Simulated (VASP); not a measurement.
# SrAlO (P6_3mc) in VASP: relaxation of cell and atoms with PBE

Aim: the relaxation of cell and atoms of SrAlO with PBE.

Program: VASP 6.6.1. These are calculated values, not measurements. Logs are shortened: lines on timing, memory, paths and dates and some standing lists are left out, and cuts for length are marked.

## 1. The cell of the first run

Symmetry: P6_3mc, No. 186, hexagonal system. Conventional cell: a = 3.392 Å, b = 3.392 Å, c = 10.918 Å, α = 90.00°, β = 90.00°, γ = 120.00°. Sr (site symmetry 3m) has 3 O at 2.65 Å and 6 Al at 3.25 to 3.47 Å and 6 Sr at 3.39 Å within 3.5 Å. Within 3.0 Å of Al (site symmetry 3m) lie 3 O at 2.24 Å. Within 3.0 Å of O (site symmetry 3m) lie 3 Al at 2.24 Å and 3 Sr at 2.65 Å.

The cell was generated, and may not be a known phase.

## 2. Relaxation of cell and atoms, PBE

INCAR

```
SYSTEM = SrAlO
PREC = Accurate ; ENCUT = 600
EDIFF = 1E-7 ; ISMEAR = 0
SIGMA = 0.1 ; LREAL = .False.
LASPH = .True. ; NELM = 120
ALGO = Normal ; ISIF = 3
LWAVE = .False. ; LCHARG = .False.
GGA = PE ; IBRION = 2
NSW = 100 ; EDIFFG = -0.01
GGA_COMPAT = .False. ; NELMIN = 4
```

KPOINTS

```
regular mesh
0
Gamma
  12 12 4
  0 0 0
```

POSCAR

```
SrAlO
1.0
    3.3917094018      0.0000000000      0.0000000000
   -1.6958547009      2.9373065042      0.0000000000
    0.0000000000      0.0000000000     10.9184315471
Sr Al O
2 2 2
Direct
    0.6666666667      0.3333333333      0.7567897342
    0.3333333333      0.6666666667      0.2567897342
    0.0000000000      0.0000000000      0.4944844349
    0.0000000000      0.0000000000      0.9944844349
    0.3333333333      0.6666666667      0.5933638509
    0.6666666667      0.3333333333      0.0933638509
```

Potentials or basis: VASP PAW PBE potentials, release 64 (Sr_sv, Al, O).

Command:

```
> cat potpaw_PBE.64/Sr_sv/POTCAR potpaw_PBE.64/Al/POTCAR potpaw_PBE.64/O/POTCAR > POTCAR
> mpirun -np 1 vasp_std > vasp.out
```

OUTCAR:

```text
SYSTEM = SrAlO
   PREC = Accurate
   ENCUT = 600
   EDIFF = 1E-7
   ISMEAR = 0
   LREAL = .False.
   LASPH = .True.
   NELM = 120
   ISIF = 3
   GGA = PE
   IBRION = 2
   NSW = 100
   EDIFFG = -0.01
   NELMIN = 4

 ion  position               nearest neighbor table
   1  0.667  0.333  0.757-   5 2.65   5 2.65   5 2.65   4 3.25   4 3.25   4 3.25   3 3.47   3 3.47
                             3 3.47
   2  0.333  0.667  0.257-   6 2.65   6 2.65   6 2.65   3 3.25   3 3.25   3 3.25   4 3.47   4 3.47
                             4 3.47
   3  0.000  0.000  0.494-   5 2.24   5 2.24   5 2.24   2 3.25   2 3.25   2 3.25   1 3.47   1 3.47
                             1 3.47
   4  0.000  0.000  0.994-   6 2.24   6 2.24   6 2.24   1 3.25   1 3.25   1 3.25   2 3.47   2 3.47
                             2 3.47
   5  0.333  0.667  0.593-   3 2.24   3 2.24   3 2.24   1 2.65   1 2.65   1 2.65
   6  0.667  0.333  0.093-   4 2.24   4 2.24   4 2.24   2 2.65   2 2.65   2 2.65

  LATTYP: Found a hexagonal cell.
 ALAT       =     3.3917094018
 C/A-ratio  =     3.2191530151

  Lattice vectors:

 A1 = (   3.3917094018,   0.0000000000,   0.0000000000)
 A2 = (  -1.6958547009,   2.9373065042,   0.0000000000)
 A3 = (   0.0000000000,   0.0000000000,  10.9184315471)

Analysis of symmetry for initial positions (statically):
=====================================================================
 Subroutine PRICEL returns:
 Original cell was already a primitive cell.

 Routine SETGRP: Setting up the symmetry group for a
 hexagonal supercell.

 Subroutine GETGRP returns: Found 12 space group operations
 (whereof  6 operations were pure point group operations)
 out of a pool of 24 trial point group operations.

The static configuration has the point symmetry C_3v.
 The point group associated with its full space group is C_6v.

Analysis of symmetry for dynamics (positions and initial velocities):
=====================================================================
 Subroutine PRICEL returns:
 Original cell was already a primitive cell.

 Routine SETGRP: Setting up the symmetry group for a
 hexagonal supercell.

 Subroutine GETGRP returns: Found 12 space group operations
 (whereof  6 operations were pure point group operations)
 out of a pool of 24 trial point group operations.

The dynamic configuration has the point symmetry C_3v.
 The point group associated with its full space group is C_6v.

 Subroutine INISYM returns: Found 12 space group operations
 (whereof  6 operations are pure point group operations),
 and found     1 'primitive' translations

----------------------------------------------------------------------------------------

                                     Primitive cell

  volume of cell :     108.7748

  direct lattice vectors                    reciprocal lattice vectors
     3.391709402  0.000000000  0.000000000     0.294836580  0.170223979  0.000000000
    -1.695854701  2.937306504  0.000000000     0.000000000  0.340447958  0.000000000
     0.000000000  0.000000000 10.918431547     0.000000000  0.000000000  0.091588247

  length of vectors
     3.391709402  3.391709402 10.918431547     0.340447958  0.340447958  0.091588247

  position of ions in fractional coordinates (direct lattice)
     0.666666667  0.333333333  0.756789734
     0.333333333  0.666666667  0.256789734
     0.000000000  0.000000000  0.494484435
     0.000000000  0.000000000  0.994484435
     0.333333333  0.666666667  0.593363851
     0.666666667  0.333333333  0.093363851

  ion indices of the primitive-cell ions
   primitive index   ion index
                 1           1
                 2           2
                 3           3
                 4           4
                 5           5
                 6           6

----------------------------------------------------------------------------------------

 KPOINTS: regular mesh

Automatic generation of k-mesh.
 Grid dimensions read from file:
 generate k-points for:   12   12    4

 Generating k-lattice:

  Cartesian coordinates                     Fractional coordinates (reciprocal lattice)
     0.024569715  0.014185332  0.000000000     0.083333333 -0.000000000  0.000000000
     0.000000000  0.028370663  0.000000000     0.000000000  0.083333333  0.000000000
     0.000000000  0.000000000  0.022897062     0.000000000  0.000000000  0.250000000

  Length of vectors
     0.028370663  0.028370663  0.022897062

  Shift w.r.t. Gamma in fractional coordinates (k-lattice)
     0.000000000  0.000000000  0.000000000

 Subroutine IBZKPT returns following result:
 ===========================================

 Found     57 irreducible k-points:

 Following reciprocal coordinates:
            Coordinates               Weight
  0.000000  0.000000  0.000000      1.000000
  0.083333 -0.000000  0.000000      6.000000
  0.166667 -0.000000  0.000000      6.000000
  0.250000 -0.000000  0.000000      6.000000
  0.333333 -0.000000  0.000000      6.000000
  0.416667 -0.000000  0.000000      6.000000
[... 16 lines left out ...]
  0.250000 -0.000000  0.250000     12.000000
  0.333333 -0.000000  0.250000     12.000000
 [... further k-points ...]
   k-points           NKPTS =     57   k-points in BZ     NKDIM =     57   number of bands    NBANDS=     23
   number of dos      NEDOS =    301   number of ions     NIONS =      6
   total plane-waves  NPLWV =  70560
   dimension x,y,z NGX =    28 NGY =   28 NGZ =   90
   dimension x,y,z NGXF=    56 NGYF=   56 NGZF=  180
   ions per type =               2   2   2
   NGX,Y,Z   is equivalent  to a cutoff of  13.72, 13.72, 13.70 a.u.
   NGXF,Y,Z  is equivalent  to a cutoff of  27.45, 27.45, 27.41 a.u.
 SYSTEM =  SrAlO
   PREC   = accura    normal or accurate (medium, high low for compatibility)
   ISTART =      0    job   : 0-new  1-cont  2-samecut
   ICHARG =      2    charge: 1-file 2-atom 10-const
   ISPIN  =      1    spin polarized calculation?
   LNONCOLLINEAR =      F non collinear calculations
   LSORBIT =      F    spin-orbit coupling
   LASPH  =      T    aspherical Exc in radial PAW
   ENCUT  =  600.0 eV  44.10 Ry    6.64 a.u.   6.77  6.77 21.81*2*pi/ulx,y,z
   NELM   =    120;   NELMIN=  4; NELMDL= -5     # of ELM steps
   EDIFF  = 0.1E-06   stopping-criterion for ELM
   LREAL  =      F    real-space projection
   EDIFFG = -.1E-01   stopping-criterion for IOM
   NSW    =    100    number of steps for IOM
   IBRION =      2    ionic relax: 0-MD 1-quasi-New 2-CG
   NFREE  =      1    steps in history (QN), initial steepest desc. (CG)
   ISIF   =      3    stress and relaxation
   ISYM   =      2    0-nonsym 1-usesym 2-fastsym
   POTIM  = 0.5000    time-step for ionic-motion
   TEBEG  =    0.0;   TEEND  =   0.0 temperature during run
   PSTRESS=    0.0 pullay stress
   NELECT =      38.0000    total number of electrons
   NUPDOWN=      -1.0000    fix difference up-down
   EMIN   =  10.00;   EMAX   =-10.00  energy-range for DOS
   EFERMI =   0.00;   METHOD = LEGACY
   ISMEAR =     0;   SIGMA  =   0.10  broadening in eV -4-tet -1-fermi 0-gaus
   EFERMI_NEDOS =   21; number of points for ismear=-14 and -15
   IALGO  =     38    algorithm
   IMIX   =      4    mixing-type and parameters
     AMIX     =   0.40;   BMIX     =  1.00
     AMIX_MAG =   1.60;   BMIX_MAG =  1.00
  volume/ion in A,a.u.               =      18.13       122.34
  Fermi-wavevector in a.u.,A,eV,Ry     =   1.152993  2.178841 18.087486  1.329393
  Thomas-Fermi vector in A             =   2.289640
   LORBIT       =      0    0 simple, 1 ext, 2 COOP (PROOUT), +10 PAW based schemes
   GGA     = PE    functional components
   LHFCALC =     F    Hartree Fock is set to
   AEXX    =    0.0000 exact exchange contribution
   IVDW    =     0    specifies the selected vdW correction
   LEPSILON=     F    determine dielectric tensor
   LRPA    =     F    only Hartree local field effects (RPA)
 conjugate gradient relaxation of ions
 non-spin polarized calculation
 Gauss-broadening in eV      SIGMA  =   0.10
  energy-cutoff  :      600.00
  volume of cell :      108.77
 maximum number of plane-waves:      3648
 NGX is ok and might be reduce to    28
   NGX = 13   NGY = 13   NGZ = 43

--------------------------------------- Ionic step        1  -------------------------------------------

 number of electron      38.0000002 magnetization

 Free energy of the ion-electron system (eV)
  ---------------------------------------------------
  ext. energy  EPLUGINS =         0.00000000
  ---------------------------------------------------
  free energy    TOTEN  =       -27.35277806 eV

  energy without entropy =      -27.33613323  energy(sigma->0) =      -27.34445564

------------------------ aborting loop because EDIFF is reached ----------------------------------------

  FORCE on cell =-STRESS in cart. coord.  units (eV):
  Direction    XX          YY          ZZ          XY          YZ          ZX
  --------------------------------------------------------------------------------------
  -------------------------------------------------------------------------------------
  Total       -0.0828172     -0.0828172      0.7054642      0.0000000      0.0000000      0.0000000
  in kB       -1.2198398     -1.2198398     10.3910015      0.0000000      0.0000000      0.0000000
  external PRESSURE =       2.6504406 kB  Pullay stress =       0.0000000 kB
[... 101 lines left out ...]
  FREE ENERGIE OF THE ION-ELECTRON SYSTEM (eV)
  ---------------------------------------------------
  free  energy   TOTEN  =       -27.3576220175 eV

  energy  without entropy=      -27.3392768492  energy(sigma->0) =      -27.34844943

[... ionic steps 4 to 8 ...]

--------------------------------------- Ionic step        9  -------------------------------------------

 number of electron      38.0000002 magnetization

------------------------ aborting loop because EDIFF is reached ----------------------------------------
[... 75 lines left out ...]
--------------------------------------- Ionic step       11  -------------------------------------------

 number of electron      38.0000004 magnetization

 Free energy of the ion-electron system (eV)
  ---------------------------------------------------
  ext. energy  EPLUGINS =         0.00000000
  ---------------------------------------------------
  free energy    TOTEN  =       -27.37169809 eV

  energy without entropy =      -27.34979428  energy(sigma->0) =      -27.36074619

 E-fermi :   5.8396     XC(G=0):  -9.9579

 val. band max:        5.8305534680   @ k =   0.3333   0.0833   0.2500
 cond. band min:       5.8716137811   @ k =   0.3333   0.1667   0.2500
 fundamental gap:      0.0410603131
 Fermi energy:         5.8395681253

 k-point     1 :       0.0000    0.0000    0.0000
  band No.  band energies     occupation
      1     -30.1307      2.00000
      2     -30.1303      2.00000
      3     -14.5656      2.00000
      4     -14.4847      2.00000
      5     -11.9883      2.00000
      6     -11.8427      2.00000
[... 613 lines left out ...]
     22       7.2463      0.00000
     23       8.5798      0.00000

 [... further k-points ...]
[... 5 lines left out ...]
  --------------------------------------------------------------------------------------
  -------------------------------------------------------------------------------------
  Total        0.0145505      0.0145505      0.0365171      0.0000000      0.0000000      0.0000000
  in kB        0.2173474      0.2173474      0.5454723      0.0000000      0.0000000      0.0000000
  external PRESSURE =       0.3267224 kB  Pullay stress =       0.0000000 kB
[... 21 lines left out ...]
  FREE ENERGIE OF THE ION-ELECTRON SYSTEM (eV)
  ---------------------------------------------------
  free  energy   TOTEN  =       -27.3716980877 eV

  energy  without entropy=      -27.3497942844  energy(sigma->0) =      -27.36074619

 reached required accuracy - stopping structural energy minimisation
```

Wall time 19 min (1 thread of Oxide Virtual Turin-like, shared host); peak memory 0.35 GiB.

What came out:

```
Free energy                           : -27.3717 eV
Relaxed volume                        : 17.88 Å³/atom
Relaxed cell                          : a = 3.326 Å, b = 3.326 Å, c = 11.193 Å, α = 90.00°, β = 90.00°, γ = 120.00°
Space group after relaxing (to 0.1 Å) : P6_3mc (No. 186)
Energy gained by relaxing             : 3.2 meV/atom
Ionic steps                           : 11
Pressure after relaxing               : 0.0 GPa
Largest force after relaxing          : 0.003 eV/Å
Band gap on the k mesh                : zero (bands 19 and 20 overlap by 1.61 eV)
```

Forces in eV/Å, atoms in the order of the input:
```
Sr   0.000  0.000  0.002
Sr   0.000  0.000  0.002
Al   0.000  0.000  0.001
Al   0.000  0.000  0.001
O    0.000  0.000 -0.003
O    0.000  0.000 -0.003
```

Step by step:
```
step  energy change (eV)  largest force (eV/Å)  pressure (GPa)  volume (Å³)
   1              0.0000                0.0770            0.27       108.77
   2             -0.0037                0.0750           -0.12       109.25
   3             -0.0048                0.0754           -0.46       109.68
   4             -0.0080                0.0785           -0.29       109.12
   5             -0.0117                0.1453            0.25       107.46
   6             -0.0139                0.1206            0.22       107.28
   7             -0.0174                0.0467            0.18       106.72
   8             -0.0175                0.0335            0.18       106.60
   9             -0.0184                0.0250            0.03       107.00
  10             -0.0187                0.0200           -0.12       107.42
  11             -0.0189                0.0032            0.03       107.26
```

Final structure:
```
Sr Al O
1.0
     3.32645    0.00000    0.00000
    -1.66323    2.88079    0.00000
     0.00000    0.00000   11.19285
Sr Al O
2 2 2
Direct
  0.66667 0.33333 0.76055
  0.33333 0.66667 0.26055
  0.00000 0.00000 0.49743
  0.00000 0.00000 0.99743
  0.33333 0.66667 0.58666
  0.66667 0.33333 0.08666
```

The gap in the log of VASP goes by the Fermi energy; the results here count the filled bands.